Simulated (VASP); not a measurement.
# Os (Fd-3m) in VASP: a series of runs

The runs below take Os through single point, with revPBE.

Program: VASP 6.6.1. These are calculated values, not measurements. Logs are shortened: lines on timing, memory, paths and dates and some standing lists are left out, and cuts for length are marked.

## 1. The cell of the first run

It takes space group Fd-3m (No. 227, cubic). The conventional cell has a = 5.647 Å, b = 5.647 Å, c = 5.647 Å, α = 90.00°, β = 90.00°, γ = 90.00°. Within 3.2 Å of Os (site symmetry -43m) lie 4 Os at 2.45 Å.

This isn't the form of Os at room conditions, which is hcp.

## 2. Single point, revPBE (22.51 Å³/atom)

Contents of INCAR:

```
  ALGO = Normal
  EDIFF = 1E-6
  ENCUT = 520
  GGA = RE
  ISIF = 2
  ISMEAR = -1
  LASPH = True
  LCHARG = True
  LELF = True
  LREAL = False
  LVHAR = True
  LWAVE = False
  NBANDS = 15
  NELM = 80
  PREC = Accurate
  SIGMA = 0.1
```

Contents of KPOINTS:

```
k-points
0
Gamma
  11 11 11
```

Contents of POSCAR:

```
Os
1.0
    0.0000000000      2.8235184895      2.8235184895
    2.8235184895      0.0000000000      2.8235184895
    2.8235184895      2.8235184895      0.0000000000
Os
2
Direct
    0.1250000000      0.1250000000      0.1250000000
    0.8750000000      0.8750000000      0.8750000000
```

Potentials or basis: VASP PAW PBE potentials, release 64 (Os).

Run with:

```console
cat potpaw_PBE.64/Os/POTCAR > POTCAR
mpirun -np 1 vasp_std > vasp.out
```

OUTCAR:

```text
EDIFF = 1E-6
   ENCUT = 520
   GGA = RE
   ISIF = 2
   ISMEAR = -1
   LASPH = True
   LREAL = False
   NELM = 80
   PREC = Accurate

 ion  position               nearest neighbor table
   1  0.125  0.125  0.125-   2 2.45   2 2.45   2 2.45   2 2.45
   2  0.875  0.875  0.875-   1 2.45   1 2.45   1 2.45   1 2.45

  LATTYP: Found a face centered cubic cell.
 ALAT       =     5.6470369790

  Lattice vectors:

 A1 = (   0.0000000000,   2.8235184895,   2.8235184895)
 A2 = (   2.8235184895,   0.0000000000,   2.8235184895)
 A3 = (   2.8235184895,   2.8235184895,   0.0000000000)

Analysis of symmetry for initial positions (statically):
=====================================================================
 Subroutine PRICEL returns:
 Original cell was already a primitive cell.

 Routine SETGRP: Setting up the symmetry group for a
 face centered cubic supercell.

 Subroutine GETGRP returns: Found 48 space group operations
 (whereof 12 operations were pure point group operations)
 out of a pool of 48 trial point group operations.

The static configuration has the point symmetry D_3d.
 The point group associated with its full space group is O_h .

Analysis of symmetry for dynamics (positions and initial velocities):
=====================================================================
 Subroutine PRICEL returns:
 Original cell was already a primitive cell.

 Routine SETGRP: Setting up the symmetry group for a
 face centered cubic supercell.

 Subroutine GETGRP returns: Found 48 space group operations
 (whereof 12 operations were pure point group operations)
 out of a pool of 48 trial point group operations.

The dynamic configuration has the point symmetry D_3d.
 The point group associated with its full space group is O_h .

 Subroutine INISYM returns: Found 48 space group operations
 (whereof 12 operations are pure point group operations),
 and found     1 'primitive' translations

----------------------------------------------------------------------------------------

                                     Primitive cell

  volume of cell :      45.0196

  direct lattice vectors                    reciprocal lattice vectors
     0.000000000  2.823518490  2.823518490    -0.177084018  0.177084018  0.177084018
     2.823518490  0.000000000  2.823518490     0.177084018 -0.177084018  0.177084018
     2.823518490  2.823518490  0.000000000     0.177084018  0.177084018 -0.177084018

  length of vectors
     3.993058141  3.993058141  3.993058141     0.306718517  0.306718517  0.306718517

  position of ions in fractional coordinates (direct lattice)
     0.125000000  0.125000000  0.125000000
     0.875000000  0.875000000  0.875000000

  ion indices of the primitive-cell ions
   primitive index   ion index
                 1           1
                 2           2

----------------------------------------------------------------------------------------

 KPOINTS: k-points

Automatic generation of k-mesh.
 Grid dimensions read from file:
 generate k-points for:   11   11   11

 Generating k-lattice:

  Cartesian coordinates                     Fractional coordinates (reciprocal lattice)
    -0.016098547  0.016098547  0.016098547     0.090909091  0.000000000  0.000000000
     0.016098547 -0.016098547  0.016098547     0.000000000  0.090909091  0.000000000
     0.016098547  0.016098547 -0.016098547     0.000000000  0.000000000  0.090909091

  Length of vectors
     0.027883502  0.027883502  0.027883502

  Shift w.r.t. Gamma in fractional coordinates (k-lattice)
     0.000000000  0.000000000  0.000000000

 Subroutine IBZKPT returns following result:
 ===========================================

 Found     56 irreducible k-points:

 Following reciprocal coordinates:
            Coordinates               Weight
  0.000000  0.000000  0.000000      1.000000
  0.090909  0.000000  0.000000      8.000000
  0.181818  0.000000  0.000000      8.000000
  0.272727  0.000000  0.000000      8.000000
  0.363636  0.000000  0.000000      8.000000
  0.454545  0.000000  0.000000      8.000000
[... 16 lines left out ...]
 -0.272727  0.181818  0.000000     24.000000
 -0.181818  0.181818  0.000000     12.000000
 [... further k-points ...]
   k-points           NKPTS =     56   k-points in BZ     NKDIM =     56   number of bands    NBANDS=     15
   number of dos      NEDOS =    301   number of ions     NIONS =      2
   total plane-waves  NPLWV =  27000
   dimension x,y,z NGX =    30 NGY =   30 NGZ =   30
   dimension x,y,z NGXF=    60 NGYF=   60 NGZF=   60
   ions per type =               2
   NGX,Y,Z   is equivalent  to a cutoff of  12.49, 12.49, 12.49 a.u.
   NGXF,Y,Z  is equivalent  to a cutoff of  24.98, 24.98, 24.98 a.u.
 SYSTEM =  unknown system
   PREC   = accura    normal or accurate (medium, high low for compatibility)
   ISTART =      0    job   : 0-new  1-cont  2-samecut
   ICHARG =      2    charge: 1-file 2-atom 10-const
   ISPIN  =      1    spin polarized calculation?
   LNONCOLLINEAR =      F non collinear calculations
   LSORBIT =      F    spin-orbit coupling
   LASPH  =      T    aspherical Exc in radial PAW
   ENCUT  =  520.0 eV  38.22 Ry    6.18 a.u.   7.42  7.42  7.42*2*pi/ulx,y,z
   NELM   =     80;   NELMIN=  2; NELMDL= -5     # of ELM steps
   EDIFF  = 0.1E-05   stopping-criterion for ELM
   LREAL  =      F    real-space projection
   EDIFFG = 0.1E-04   stopping-criterion for IOM
   NSW    =      0    number of steps for IOM
   IBRION =     -1    ionic relax: 0-MD 1-quasi-New 2-CG
   NFREE  =      0    steps in history (QN), initial steepest desc. (CG)
   ISIF   =      2    stress and relaxation
   ISYM   =      2    0-nonsym 1-usesym 2-fastsym
   POTIM  = 0.5000    time-step for ionic-motion
   TEBEG  =    0.0;   TEEND  =   0.0 temperature during run
   PSTRESS=    0.0 pullay stress
   NELECT =      16.0000    total number of electrons
   NUPDOWN=      -1.0000    fix difference up-down
   EMIN   =  10.00;   EMAX   =-10.00  energy-range for DOS
   EFERMI =   0.00;   METHOD = LEGACY
   ISMEAR =    -1;   SIGMA  =   0.10  broadening in eV -4-tet -1-fermi 0-gaus
   EFERMI_NEDOS =   21; number of points for ismear=-14 and -15
   IALGO  =     38    algorithm
   IMIX   =      4    mixing-type and parameters
     AMIX     =   0.40;   BMIX     =  1.00
     AMIX_MAG =   1.60;   BMIX_MAG =  1.00
  volume/ion in A,a.u.               =      22.51       151.90
  Fermi-wavevector in a.u.,A,eV,Ry     =   1.159616  2.191356 18.295880  1.344709
  Thomas-Fermi vector in A             =   2.296207
   LORBIT       =      0    0 simple, 1 ext, 2 COOP (PROOUT), +10 PAW based schemes
   GGA     = RE    functional components
   LHFCALC =     F    Hartree Fock is set to
   AEXX    =    0.0000 exact exchange contribution
   IVDW    =     0    specifies the selected vdW correction
   LEPSILON=     F    determine dielectric tensor
   LRPA    =     F    only Hartree local field effects (RPA)
 non-spin polarized calculation
  energy-cutoff  :      520.00
  volume of cell :       45.02
 maximum number of plane-waves:      1243
 NGX is ok and might be reduce to    30
   NGX = 15   NGY = 15   NGZ = 15

 number of electron      16.0000000 magnetization

 Free energy of the ion-electron system (eV)
  ---------------------------------------------------
  ext. energy  EPLUGINS =         0.00000000
  ---------------------------------------------------
  free energy    TOTEN  =       -19.04475952 eV

  energy without entropy =      -18.98227430  energy(sigma->0) =      -19.01351691

 E-fermi :   3.9675     XC(G=0): -10.9088

 val. band max:        3.9336431692   @ k =   0.4545   0.2727   0.0000
 cond. band min:       3.9681405770   @ k =   0.4545   0.3636   0.0909
 fundamental gap:      0.0344974079
 Fermi energy:         3.9674961338

 k-point     1 :       0.0000    0.0000    0.0000
  band No.  band energies     occupation
      1      -3.2771      2.00000
      2       0.0752      2.00000
      3       0.0752      2.00000
      4       0.5831      2.00000
      5       0.5831      2.00000
      6       0.5831      2.00000
      7       3.4474      1.98904
      8       3.4474      1.98904
      9       3.4474      1.98904
     10       6.2664      0.00000
     11       6.2664      0.00000
     12      15.0238      0.00000
     13      15.0656      0.00000
     14      16.6086      0.00000
     15      16.6086      0.00000

 k-point     2 :       0.0909    0.0000    0.0000
  band No.  band energies     occupation
      1      -3.1344      2.00000
      2      -0.0141      2.00000
      3      -0.0141      2.00000
      4       0.5648      2.00000
      5       0.7289      2.00000
      6       0.7289      2.00000
      7       3.2995      1.99749
      8       3.4268      1.99107
      9       3.4268      1.99107
     10       6.2552      0.00000
     11       6.2552      0.00000
     12      14.3718      0.00000
     13      14.9727      0.00000
     14      16.2789      0.00000
     15      16.3772      0.00000

 k-point     3 :       0.1818    0.0000    0.0000
  band No.  band energies     occupation
      1      -2.7269      2.00000
      2      -0.1110      2.00000
      3      -0.1110      2.00000
      4       0.5197      2.00000
      5       0.9445      2.00000
      6       0.9445      2.00000
      7       2.9392      1.99993
      8       3.4251      1.99122
      9       3.4251      1.99122
     10       6.2078      0.00000
     11       6.2078      0.00000
     12      12.3795      0.00000
     13      14.4334      0.00000
     14      15.4654      0.00000
     15      15.4654      0.00000
[... 343 lines left out ...]
 k-point    23 :      -0.2727    0.1818    0.0000
  band No.  band energies     occupation
      1      -1.3043      2.00000
      2      -0.3172      2.00000
      3       0.0116      2.00000
      4       0.3449      2.00000
      5       0.6431      2.00000
      6       1.6493      2.00000
      7       2.8075      1.99998
      8       2.9906      1.99989
      9       4.5176      0.00813
     10       5.0276      0.00005
     11       6.4877      0.00000
     12       8.7869      0.00000
     13      10.5845      0.00000
     14      13.4877      0.00000
     15      14.6097      0.00000

 k-point    24 :      -0.1818    0.1818    0.0000
  band No.  band energies     occupation
      1      -1.9079      2.00000
      2      -0.3805      2.00000
      3       0.2011      2.00000
      4       0.2795      2.00000
      5       0.7385      2.00000
      6       1.5506      2.00000
      7       2.6684      2.00000
      8       2.9851      1.99989
      9       4.1522      0.27236
     10       5.4046      0.00000
     11       6.5228      0.00000
     12      10.6318      0.00000
     13      11.2834      0.00000
     14      14.6628      0.00000
     15      14.7332      0.00000

 [... further k-points ...]

------------------------ aborting loop because EDIFF is reached ----------------------------------------

  FORCE on cell =-STRESS in cart. coord.  units (eV):
  Direction    XX          YY          ZZ          XY          YZ          ZX
  --------------------------------------------------------------------------------------
  -------------------------------------------------------------------------------------
  Total       -2.2555121     -2.2555121     -2.2555121      0.0000000      0.0000000      0.0000000
  in kB      -80.2701050    -80.2701050    -80.2701050      0.0000000      0.0000000      0.0000000
  external PRESSURE =     -80.2701050 kB  Pullay stress =       0.0000000 kB

 VOLUME and BASIS-vectors are now :
 -----------------------------------------------------------------------------
  energy-cutoff  :      520.00
  volume of cell :       45.02
      direct lattice vectors                 reciprocal lattice vectors
     0.000000000  2.823518490  2.823518490    -0.177084018  0.177084018  0.177084018
     2.823518490  0.000000000  2.823518490     0.177084018 -0.177084018  0.177084018
     2.823518490  2.823518490  0.000000000     0.177084018  0.177084018 -0.177084018

 POSITION                                       TOTAL-FORCE (eV/Angst)
 -----------------------------------------------------------------------------------
      0.70588      0.70588      0.70588         0.000000      0.000000      0.000000
      4.94116      4.94116      4.94116        -0.000000     -0.000000     -0.000000
 -----------------------------------------------------------------------------------
    total drift:                               -0.000000      0.000000      0.000000

  FREE ENERGIE OF THE ION-ELECTRON SYSTEM (eV)
  ---------------------------------------------------
  free  energy   TOTEN  =       -19.0447595192 eV

  energy  without entropy=      -18.9822743044  energy(sigma->0) =      -19.01351691
```

Run time: 48 s. Hardware: 1 thread of Intel Xeon 8259CL, shared host; peak memory 0.18 GiB.

Results:

```yaml
Free_energy: -19.0448 eV
Pressure: -8.0 GPa
Band_gap_on_the_k_mesh: zero (bands 8 and 9 overlap by 0.95 eV)
```

Caveat: the cell stands under tension; the PAW data sets were made with another functional, which shifts forces and pressure a little; spin-orbit coupling is left out, which moves the levels of the heavy elements.

## 3. Single point, revPBE (23.38 Å³/atom)

This run uses another cell than the first one, of 23.38 Å³/atom.

Contents of INCAR:

```
SYSTEM = Os
PREC = Accurate
ENCUT = 520
EDIFF = 1E-6
ISMEAR = -1
SIGMA = 0.1
LREAL = .False.
LASPH = .True.
NELM = 60
ALGO = Normal
ISIF = 2
LWAVE = .False.
LCHARG = .True.
GGA = RE
LELF = .True.
LVHAR = .True.
NBANDS = 15
```

Contents of KPOINTS:

```
Automatic mesh
0
Gamma
  11 11 11
  0 0 0
```

Contents of POSCAR:

```
Os
1.0
    0.0000000000      2.8592630245      2.8592630245
    2.8592630245      0.0000000000      2.8592630245
    2.8592630245      2.8592630245      0.0000000000
Os
2
Direct
    0.1250000000      0.1250000000      0.1250000000
    0.8750000000      0.8750000000      0.8750000000
```

Potentials or basis: VASP PAW PBE potentials, release 64 (Os).

Run with:

```console
cat potpaw_PBE.64/Os/POTCAR > POTCAR
mpirun -np 1 vasp_std > vasp.out
```

Run time: 40 s. Hardware: 1 thread of Intel Xeon 8259CL, shared host; peak memory 0.18 GiB.

Results (log left out):

* Free energy: -18.9281 eV
* Pressure: -13.5 GPa
* Band gap on the k mesh: zero (bands 8 and 9 overlap by 0.90 eV)

Levels at points of the mesh, in eV from the Fermi level:
```csv
k point,band 4,band 5,band 6,band 7,band 8,band 9,band 10,band 11,band 12,band 13
"(0.00, 0.00, 0.00)",-3.26,-3.26,-3.26,-0.50,-0.50,-0.50,2.15,2.15,10.86,10.93
```

Caveat: the cell stands under tension; the PAW data sets were made with another functional, which shifts forces and pressure a little; spin-orbit coupling is left out, which moves the levels of the heavy elements.

## 4. Single point, revPBE (24.24 Å³/atom)

This run uses another cell than the first one, of 24.24 Å³/atom.

Contents of INCAR:

```
PREC = Accurate
ENCUT = 520
EDIFF = 1E-6
ISMEAR = -1
SIGMA = 0.1
LREAL = F
LASPH = T
NELM = 100
ALGO = Normal
ISIF = 2
LWAVE = F
LCHARG = T
GGA = RE
LELF = T
LVHAR = T
NBANDS = 15
```

Contents of KPOINTS:

```
regular mesh
0
Gamma
  11 11 11
```

Contents of POSCAR:

```
Os
1.0
    0.0000000000      2.8941355226      2.8941355226
    2.8941355226      0.0000000000      2.8941355226
    2.8941355226      2.8941355226      0.0000000000
Os
2
Direct
    0.1250000000      0.1250000000      0.1250000000
    0.8750000000      0.8750000000      0.8750000000
```

Run with:

```console
cat potpaw_PBE.64/Os/POTCAR > POTCAR
mpirun -np 1 vasp_std > vasp.out
```

It took 63 s on 1 thread of Intel Xeon 8259CL, shared host; peak memory 0.19 GiB.

Results (log left out):

- Free energy: -18.7583 eV
- Pressure: -17.9 GPa
- Band gap on the k mesh: zero (bands 8 and 9 overlap by 0.85 eV)

Levels at points of the mesh, in eV from the Fermi level:
| k point | band 6 | band 7 | band 8 | band 9 | band 10 | band 11 |
| --- | --- | --- | --- | --- | --- | --- |
| (0.00, 0.00, 0.00) | -3.13 | -0.48 | -0.48 | -0.48 | 2.01 | 2.01 |

Caveat: the cell stands under tension; the PAW data sets were made with another functional, which shifts forces and pressure a little; spin-orbit coupling is left out, which moves the levels of the heavy elements.

## 5. Single point, revPBE

This run uses another cell than the first one, of 21.64 Å³/atom.

Contents of INCAR:

```
SYSTEM = Os
ALGO     = Normal         ! electronic algorithm
EDIFF    = 1E-6           ! SCF threshold, eV
ENCUT    = 520            ! plane-wave cutoff, eV
GGA      = RE             ! functional
ISIF     = 2              ! what is computed and relaxed
ISMEAR   = -1             ! smearing method
LASPH    = .True.         ! aspherical terms in the spheres
LCHARG   = .True.         ! write CHGCAR
LELF     = .True.         ! ELF
LREAL    = .False.        ! projectors in reciprocal space
LVHAR    = .True.       
LWAVE    = .False.        ! write WAVECAR
NBANDS   = 15             ! bands
NELM     = 60             ! most SCF steps
PREC     = Accurate       ! precision mode
SIGMA    = 0.1            ! smearing width, eV
```

Contents of KPOINTS:

```
k-points
0
Gamma
  16 16 16
  0 0 0
```

Contents of POSCAR:

```
Os
1.0
    0.0000000000      2.7868452673      2.7868452673
    2.7868452673      0.0000000000      2.7868452673
    2.7868452673      2.7868452673      0.0000000000
Os
2
Direct
    0.1250000000      0.1250000000      0.1250000000
    0.8750000000      0.8750000000      0.8750000000
```

Run with:

```console
cat potpaw_PBE.64/Os/POTCAR > POTCAR
mpirun -np 1 vasp_std > vasp.out
```

Wall time 1.7 min (1 thread of Intel Xeon 8259CL, shared host); peak memory 0.23 GiB.

Results (log left out):

```
Free energy            : -19.0950 eV
Pressure               : -1.1 GPa
Band gap on the k mesh : zero (bands 8 and 9 overlap by 1.21 eV)
```

Levels at points of the mesh, in eV from the Fermi level:
```tsv
k point	band 4	band 5	band 6	band 7	band 8	band 9	band 10	band 11	band 12	band 13
(0.00, 0.00, 0.00)	-3.52	-3.52	-3.52	-0.54	-0.54	-0.54	2.47	2.47	11.26	11.28
(0.50, 0.00, 0.00)	-3.75	-3.74	-3.74	-1.46	0.35	0.35	1.79	1.79	2.82	9.63
(0.50, 0.50, 0.00)	-3.70	-2.81	-2.81	-1.26	-1.26	2.15	2.15	3.33	3.33	4.23
```

Caveat: the PAW data sets were made with another functional, which shifts forces and pressure a little; spin-orbit coupling is left out, which moves the levels of the heavy elements.

## 6. Overview

```csv
cell,k mesh,gap on the mesh (eV),pressure (GPa)
"a = 3.993 Å, angles 60.0°, 2 atoms",11 × 11 × 11,none,-8.0
"a = 4.044 Å, angles 60.0°, 2 atoms",11 × 11 × 11,none,-13.5
"a = 4.093 Å, angles 60.0°, 2 atoms",11 × 11 × 11,none,-17.9
"a = 3.941 Å, angles 60.0°, 2 atoms",16 × 16 × 16,none,-1.1
```

Alike in all rows: task single point; level revPBE; potentials or basis VASP PAW PBE potentials, release 64 (Os); no spin polarisation; cutoff (eV) 520; smearing fermi-dirac 0.1 eV.

Caveats: the PAW data sets were made with another functional, which shifts forces and pressure a little; spin-orbit coupling is left out, which moves the levels of the heavy elements; the cell stands under tension (at least some runs).

Absolute energies hang on the potentials; compare differences alone.
